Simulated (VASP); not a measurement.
# Ce (Fm-3m) in VASP: notebook

The runs below take Ce through single point, with r2SCAN.

Everything below comes from runs of VASP 6.6.1. Logs are shortened: lines on timing, memory, paths and dates and some standing lists are left out, and cuts for length are marked.

## Step 1: The cell of the first run

It takes space group Fm-3m (No. 225, cubic). The conventional cell has a = 4.678 Å, b = 4.678 Å, c = 4.678 Å, α = 90.00°, β = 90.00°, γ = 90.00°. Within 4.4 Å of Ce (site symmetry m-3m) lie 12 Ce at 3.31 Å.

## Step 2: Single point, r2SCAN

Input file POSCAR:

```
Ce
1.0
    0.0000000000      2.3390384114      2.3390384114
    2.3390384114      0.0000000000      2.3390384114
    2.3390384114      2.3390384114      0.0000000000
Ce
1
Direct
    0.0000000000      0.0000000000      0.0000000000
```

Input file INCAR.step1:

```
SYSTEM = Ce
  ALGO = Normal
  EDIFF = 1E-4
  ENCUT = 520
  GGA = PE
  ISMEAR = 1
  LASPH = .TRUE.
  LCHARG = .FALSE.
  LREAL = .FALSE.
  LWAVE = .TRUE.
  NBANDS = 12
  NELM = 80
  PREC = Accurate
  SIGMA = 0.3
```

Input file INCAR.step2:

```
SYSTEM = Ce
  ALGO = Normal
  EDIFF = 1E-6
  ENCUT = 520
  ISIF = 2
  ISMEAR = 1
  ISTART = 1
  LASPH = .TRUE.
  LCHARG = .FALSE.
  LMIXTAU = .TRUE.
  LREAL = .FALSE.
  LWAVE = .FALSE.
  METAGGA = R2SCAN
  NBANDS = 12
  NELM = 80
  PREC = Accurate
  SIGMA = 0.3
```

Input file KPOINTS:

```
k-points
0
G
  12 12 12
  0 0 0
```

Potentials or basis: VASP PAW PBE potentials, release 64 (Ce).

Run with:

```console
> cat potpaw_PBE.64/Ce/POTCAR > POTCAR
> cp INCAR.step1 INCAR
> mpirun -np 1 vasp_std > vasp.out
> cp INCAR.step2 INCAR
> mpirun -np 1 vasp_std > vasp.out
```

OUTCAR:

```text
SYSTEM = Ce
   EDIFF = 1E-6
   ENCUT = 520
   ISIF = 2
   ISMEAR = 1
   ISTART = 1
   LASPH = .TRUE.
   LREAL = .FALSE.
   METAGGA = R2SCAN
   NELM = 80
   PREC = Accurate

 ion  position               nearest neighbor table
   1  0.000  0.000  0.000-

  LATTYP: Found a face centered cubic cell.
 ALAT       =     4.6780768228

  Lattice vectors:

 A1 = (   0.0000000000,   2.3390384114,   2.3390384114)
 A2 = (   2.3390384114,   0.0000000000,   2.3390384114)
 A3 = (   2.3390384114,   2.3390384114,   0.0000000000)

Analysis of symmetry for initial positions (statically):
=====================================================================
 Subroutine PRICEL returns:
 Original cell was already a primitive cell.

 Routine SETGRP: Setting up the symmetry group for a
 face centered cubic supercell.

 Subroutine GETGRP returns: Found 48 space group operations
 (whereof 48 operations were pure point group operations)
 out of a pool of 48 trial point group operations.

The static configuration has the point symmetry O_h .

Analysis of symmetry for dynamics (positions and initial velocities):
=====================================================================
 Subroutine PRICEL returns:
 Original cell was already a primitive cell.

 Routine SETGRP: Setting up the symmetry group for a
 face centered cubic supercell.

 Subroutine GETGRP returns: Found 48 space group operations
 (whereof 48 operations were pure point group operations)
 out of a pool of 48 trial point group operations.

The dynamic configuration has the point symmetry O_h .

 Subroutine INISYM returns: Found 48 space group operations
 (whereof 48 operations are pure point group operations),
 and found     1 'primitive' translations

----------------------------------------------------------------------------------------

                                     Primitive cell

  volume of cell :      25.5942

  direct lattice vectors                    reciprocal lattice vectors
     0.000000000  2.339038411  2.339038411    -0.213763056  0.213763056  0.213763056
     2.339038411  0.000000000  2.339038411     0.213763056 -0.213763056  0.213763056
     2.339038411  2.339038411  0.000000000     0.213763056  0.213763056 -0.213763056

  length of vectors
     3.307899844  3.307899844  3.307899844     0.370248475  0.370248475  0.370248475

  position of ions in fractional coordinates (direct lattice)
     0.000000000  0.000000000  0.000000000

  ion indices of the primitive-cell ions
   primitive index   ion index
                 1           1

----------------------------------------------------------------------------------------

 KPOINTS: k-points

Automatic generation of k-mesh.
 Grid dimensions read from file:
 generate k-points for:   12   12   12

 Generating k-lattice:

  Cartesian coordinates                     Fractional coordinates (reciprocal lattice)
    -0.017813588  0.017813588  0.017813588     0.083333333  0.000000000  0.000000000
     0.017813588 -0.017813588  0.017813588     0.000000000  0.083333333  0.000000000
     0.017813588  0.017813588 -0.017813588     0.000000000  0.000000000  0.083333333

  Length of vectors
     0.030854040  0.030854040  0.030854040

  Shift w.r.t. Gamma in fractional coordinates (k-lattice)
     0.000000000  0.000000000  0.000000000

 Subroutine IBZKPT returns following result:
 ===========================================

 Found     72 irreducible k-points:

 Following reciprocal coordinates:
            Coordinates               Weight
  0.000000  0.000000  0.000000      1.000000
  0.083333  0.000000  0.000000      8.000000
  0.166667  0.000000  0.000000      8.000000
  0.250000  0.000000  0.000000      8.000000
  0.333333  0.000000  0.000000      8.000000
  0.416667  0.000000  0.000000      8.000000
[... 16 lines left out ...]
  0.500000  0.166667  0.000000     24.000000
 -0.416667  0.166667  0.000000     24.000000
 [... further k-points ...]
   k-points           NKPTS =     72   k-points in BZ     NKDIM =     72   number of bands    NBANDS=     12
   number of dos      NEDOS =    301   number of ions     NIONS =      1
   total plane-waves  NPLWV =  21952
   dimension x,y,z NGX =    28 NGY =   28 NGZ =   28
   dimension x,y,z NGXF=    56 NGYF=   56 NGZF=   56
   ions per type =               1
   NGX,Y,Z   is equivalent  to a cutoff of  14.07, 14.07, 14.07 a.u.
   NGXF,Y,Z  is equivalent  to a cutoff of  28.14, 28.14, 28.14 a.u.
 SYSTEM =  Ce
   PREC   = accura    normal or accurate (medium, high low for compatibility)
   ISTART =      1    job   : 0-new  1-cont  2-samecut
   ICHARG =      0    charge: 1-file 2-atom 10-const
   ISPIN  =      1    spin polarized calculation?
   LNONCOLLINEAR =      F non collinear calculations
   LSORBIT =      F    spin-orbit coupling
   LASPH  =      T    aspherical Exc in radial PAW
   ENCUT  =  520.0 eV  38.22 Ry    6.18 a.u.   6.15  6.15  6.15*2*pi/ulx,y,z
   NELM   =     80;   NELMIN=  2; NELMDL=  0     # of ELM steps
   EDIFF  = 0.1E-05   stopping-criterion for ELM
   LREAL  =      F    real-space projection
   EDIFFG = 0.1E-04   stopping-criterion for IOM
   NSW    =      0    number of steps for IOM
   IBRION =     -1    ionic relax: 0-MD 1-quasi-New 2-CG
   NFREE  =      0    steps in history (QN), initial steepest desc. (CG)
   ISIF   =      2    stress and relaxation
   ISYM   =      2    0-nonsym 1-usesym 2-fastsym
   POTIM  = 0.5000    time-step for ionic-motion
   TEBEG  =    0.0;   TEEND  =   0.0 temperature during run
   PSTRESS=    0.0 pullay stress
   NELECT =      12.0000    total number of electrons
   NUPDOWN=      -1.0000    fix difference up-down
   EMIN   =  10.00;   EMAX   =-10.00  energy-range for DOS
   EFERMI =   0.00;   METHOD = LEGACY
   ISMEAR =     1;   SIGMA  =   0.30  broadening in eV -4-tet -1-fermi 0-gaus
   EFERMI_NEDOS =   21; number of points for ismear=-14 and -15
   IALGO  =     38    algorithm
   IMIX   =      4    mixing-type and parameters
     AMIX     =   0.40;   BMIX     =  1.00
     AMIX_MAG =   1.60;   BMIX_MAG =  1.00
  volume/ion in A,a.u.               =      25.59       172.72
  Fermi-wavevector in a.u.,A,eV,Ry     =   1.271807  2.403367 22.007331  1.617493
  Thomas-Fermi vector in A             =   2.404720
   LORBIT       =      0    0 simple, 1 ext, 2 COOP (PROOUT), +10 PAW based schemes
   METAGGA = R2SCAN    functional components
   LHFCALC =     F    Hartree Fock is set to
   AEXX    =    0.0000 exact exchange contribution
   IVDW    =     0    specifies the selected vdW correction
   LEPSILON=     F    determine dielectric tensor
   LRPA    =     F    only Hartree local field effects (RPA)
 non-spin polarized calculation
 Methfessel and Paxton  Order N= 1 SIGMA  =   0.30
  energy-cutoff  :      520.00
  volume of cell :       25.59
 maximum number of plane-waves:       701
 NGX is ok and might be reduce to    28
   NGX = 13   NGY = 13   NGZ = 13

 number of electron      12.0000000 magnetization

 Free energy of the ion-electron system (eV)
  ---------------------------------------------------
  ext. energy  EPLUGINS =         0.00000000
  ---------------------------------------------------
  free energy    TOTEN  =       -30.82815354 eV

  energy without entropy =      -30.85523248  energy(sigma->0) =      -30.83717985

 E-fermi :   9.9971     XC(G=0): -12.3110

 val. band max:        9.9626421733   @ k =   0.2500   0.0000   0.0000
 cond. band min:      10.0007455853   @ k =  -0.2500   0.4167   0.1667
 fundamental gap:      0.0381034120
 Fermi energy:         9.9971414621

 k-point     1 :       0.0000    0.0000    0.0000
  band No.  band energies     occupation
      1     -26.2369      2.00000
      2      -6.7322      2.00000
      3      -6.7322      2.00000
      4      -6.7322      2.00000
      5       7.1306      2.00000
      6       9.5857      2.06552
      7      10.3736     -0.07065
      8      10.3736     -0.07065
      9      10.3736     -0.07065
     10      11.3652     -0.00000
     11      11.3652     -0.00000
     12      11.3652     -0.00000

 k-point     2 :       0.0833    0.0000    0.0000
  band No.  band energies     occupation
      1     -26.1973      2.00000
      2      -6.9921      2.00000
      3      -6.7602      2.00000
      4      -6.7602      2.00000
      5       7.4645      2.00000
      6       9.4935      2.03895
      7      10.3408     -0.06876
      8      10.3858     -0.06951
      9      10.3858     -0.06951
     10      11.1490     -0.00000
     11      11.1490     -0.00000
     12      11.3669     -0.00000

 k-point     3 :       0.1667    0.0000    0.0000
  band No.  band energies     occupation
      1     -26.0873      2.00000
      2      -7.6563      2.00000
      3      -6.8355      2.00000
      4      -6.8355      2.00000
      5       8.1378      2.00000
      6       9.4475      2.02645
      7      10.2477      0.00291
      8      10.4240     -0.06181
      9      10.4240     -0.06181
     10      10.9321     -0.00010
     11      10.9321     -0.00010
     12      11.3715     -0.00000

 k-point     4 :       0.2500    0.0000    0.0000
  band No.  band energies     occupation
      1     -25.9315      2.00000
      2      -8.4813      2.00000
      3      -6.9359      2.00000
      4      -6.9359      2.00000
      5       8.2324      2.00000
      6       9.9626      1.19322
      7      10.1619      0.20827
      8      10.4905     -0.04205
      9      10.4905     -0.04205
     10      10.8069     -0.00091
     11      10.8069     -0.00091
     12      11.3779     -0.00000

 k-point     5 :       0.3333    0.0000    0.0000
  band No.  band energies     occupation
      1     -25.7693      2.00000
      2      -9.2382      2.00000
      3      -7.0335      2.00000
      4      -7.0335      2.00000
      5       7.9839      2.00000
      6       9.9262      1.38832
      7      10.5193     -0.03363
      8      10.5695     -0.02128
      9      10.5695     -0.02128
     10      10.7776     -0.00145
     11      10.7776     -0.00145
     12      11.3842     -0.00000
[... 228 lines left out ...]
      1     -25.7745      2.00000
      2      -8.7839      2.00000
      3      -7.3139      2.00000
      4      -7.2829      2.00000
      5       8.5060      2.00000
      6       9.3985      2.01622
      7      10.1151      0.38791
      8      10.6255     -0.01164
      9      10.7079     -0.00407
     10      10.8053     -0.00093
     11      10.8298     -0.00062
     12      11.0912     -0.00000

 k-point    22 :       0.4167    0.1667    0.0000
  band No.  band energies     occupation
      1     -25.6373      2.00000
      2      -9.3277      2.00000
      3      -7.5061      2.00000
      4      -7.3376      2.00000
      5       8.3823      2.00000
      6       9.5097      2.04386
      7      10.2090      0.07591
      8      10.6599     -0.00768
      9      10.7582     -0.00196
     10      10.8046     -0.00094
     11      10.8379     -0.00054
     12      11.0643     -0.00001

 k-point    23 :       0.5000    0.1667    0.0000
  band No.  band energies     occupation
      1     -25.5487      2.00000
      2      -9.6483      2.00000
      3      -7.6839      2.00000
      4      -7.3270      2.00000
      5       8.4052      2.00000
      6       9.4144      2.01917
      7      10.4191     -0.06307
      8      10.6392     -0.00990
      9      10.6910     -0.00513
     10      10.8843     -0.00024
     11      10.9778     -0.00004
     12      11.0161     -0.00002

 k-point    24 :      -0.4167    0.1667    0.0000
  band No.  band energies     occupation
      1     -25.5369      2.00000
      2      -9.6795      2.00000
      3      -7.7967      2.00000
      4      -7.2537      2.00000
      5       8.5746      2.00000
      6       9.3313      2.00739
      7      10.5443     -0.02707
      8      10.6190     -0.01254
      9      10.6843     -0.00561
     10      10.8560     -0.00039
     11      11.0519     -0.00001
     12      11.0619     -0.00001

 [... further k-points ...]

------------------------ aborting loop because EDIFF is reached ----------------------------------------

  FORCE on cell =-STRESS in cart. coord.  units (eV):
  Direction    XX          YY          ZZ          XY          YZ          ZX
  --------------------------------------------------------------------------------------
  -------------------------------------------------------------------------------------
  Total       -0.1335681     -0.1335681     -0.1335681      0.0000000      0.0000000      0.0000000
  in kB       -8.3612510     -8.3612510     -8.3612510      0.0000000      0.0000000      0.0000000
  external PRESSURE =      -8.3612510 kB  Pullay stress =       0.0000000 kB

 VOLUME and BASIS-vectors are now :
 -----------------------------------------------------------------------------
  energy-cutoff  :      520.00
  volume of cell :       25.59
      direct lattice vectors                 reciprocal lattice vectors
     0.000000000  2.339038411  2.339038411    -0.213763056  0.213763056  0.213763056
     2.339038411  0.000000000  2.339038411     0.213763056 -0.213763056  0.213763056
     2.339038411  2.339038411  0.000000000     0.213763056  0.213763056 -0.213763056

 POSITION                                       TOTAL-FORCE (eV/Angst)
 -----------------------------------------------------------------------------------
      0.00000      0.00000      0.00000         0.000000      0.000000      0.000000
 -----------------------------------------------------------------------------------
    total drift:                                0.000000     -0.000000     -0.000000

  FREE ENERGIE OF THE ION-ELECTRON SYSTEM (eV)
  ---------------------------------------------------
  free  energy   TOTEN  =       -30.8281535409 eV

  energy  without entropy=      -30.8552324798  energy(sigma->0) =      -30.83717985
```

Wall time 70 s (1 thread of Intel Xeon 6975P-C (Granite Rapids), shared host); peak memory 0.19 GiB.

Results:

```yaml
Free_energy: -30.8282 eV
Pressure: -0.8 GPa
Band_gap_on_the_k_mesh: zero (bands 6 and 7 overlap by 0.52 eV)
```

Caveat: so wide a smearing shifts energies and pressures; the PAW data sets were made with another functional, which shifts forces and pressure a little; spin-orbit coupling is left out, which moves the levels of the heavy elements; semilocal functionals describe open f shells poorly, which spoils levels, moments and volumes. Spin polarisation is off, so any magnetic state and its effect on volume and gap are missing.

## Step 3: Single point, r2SCAN

POSCAR is that of step 2.

Input file INCAR.step1:

```
ALGO     = Normal         # electronic algorithm
EDIFF    = 1E-4           # SCF threshold, eV
ENCUT    = 520            # plane-wave cutoff, eV
GGA      = PE             # functional
ISMEAR   = 1              # smearing method
LASPH    = True           # aspherical terms in the spheres
LCHARG   = False          # write CHGCAR
LREAL    = False          # projectors in reciprocal space
LWAVE    = True           # write WAVECAR
NBANDS   = 12             # bands
NELM     = 80             # most SCF steps
PREC     = Accurate       # precision mode
SIGMA    = 0.6            # smearing width, eV
```

Input file INCAR.step2:

```
ALGO     = Normal         # electronic algorithm
EDIFF    = 1E-6           # SCF threshold, eV
ENCUT    = 520            # plane-wave cutoff, eV
ISIF     = 2              # what is computed and relaxed
ISMEAR   = 1              # smearing method
ISTART   = 1            
LASPH    = True           # aspherical terms in the spheres
LCHARG   = False          # write CHGCAR
LMIXTAU  = True         
LREAL    = False          # projectors in reciprocal space
LWAVE    = False          # write WAVECAR
METAGGA  = R2SCAN         # meta-GGA
NBANDS   = 12             # bands
NELM     = 80             # most SCF steps
PREC     = Accurate       # precision mode
SIGMA    = 0.6            # smearing width, eV
```

Input file KPOINTS:

```
k-points
0
Gamma
  12 12 12
```

Potentials or basis: VASP PAW PBE potentials, release 64 (Ce).

Run with:

```console
> cat potpaw_PBE.64/Ce/POTCAR > POTCAR
> cp INCAR.step1 INCAR
> mpirun -np 1 vasp_std > vasp.out
> cp INCAR.step2 INCAR
> mpirun -np 1 vasp_std > vasp.out
```

It took 74 s on 1 thread of Intel Xeon 6975P-C (Granite Rapids), shared host; peak memory 0.19 GiB.

Results (log left out):

```
Free energy            : -30.7372 eV
Pressure               : -1.7 GPa
Band gap on the k mesh : zero (bands 6 and 7 overlap by 0.47 eV)
```

Levels at points of the mesh, in eV from the Fermi level:
```tsv
k point	band 4	band 5	band 6	band 7	band 8	band 9
(0.00, 0.00, 0.00)	-16.74	-2.85	-0.46	0.32	0.32	0.32
(0.50, 0.00, 0.00)	-17.13	-2.27	-0.27	0.56	0.56	0.64
(0.50, 0.50, 0.00)	-17.87	-3.26	-2.58	0.65	0.66	0.73
```

Caveat: so wide a smearing shifts energies and pressures; the PAW data sets were made with another functional, which shifts forces and pressure a little; spin-orbit coupling is left out, which moves the levels of the heavy elements; semilocal functionals describe open f shells poorly, which spoils levels, moments and volumes. Spin polarisation is off, so any magnetic state and its effect on volume and gap are missing.
